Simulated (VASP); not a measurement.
# MgS (Niningerite): single point with PBEsol+D4

MgS (Niningerite):

```
S Mg
1.0
     0.00000    2.57467    2.57467
     2.57467    0.00000    2.57467
     2.57467    2.57467    0.00000
S Mg
1 1
Direct
  0.50000 0.50000 0.50000
  0.00000 0.00000 0.00000
```

```
Program             : VASP 6.6.1
Task                : single point
Functional          : PBEsol
Dispersion          : D4
Potentials or basis : VASP PAW PBE potentials, release 64 (S, Mg)
Cutoff              : 520 eV
k mesh              : 9 × 9 × 9
Occupations         : fermi-dirac, width 0.05 eV
Spin                : no spin polarisation
```

```json
{"Pressure": "-0.2 GPa", "Band gap on the k mesh": "2.90 eV, indirect (least direct gap 3.84 eV)", "Dispersion energy per atom": "-0.170 eV"}
```

Levels at points of the mesh, in eV from the valence-band top:
```tsv
k point	band 2	band 3	band 4	band 5	band 6	band 7
(0.00, 0.00, 0.00)	0.00	0.00	0.00	3.84	7.83	7.83
```

Wall time 11 s on 1 thread of Intel(R) Xeon(R) Platinum 8375C CPU @ 2.90GHz (Ice Lake), with other jobs on the host, peak memory 0.16 GiB.

Caveat: the PAW data sets were made with another functional, which shifts forces and pressure a little. A hybrid or GW would open this gap; PBEsol tends to underestimate it.
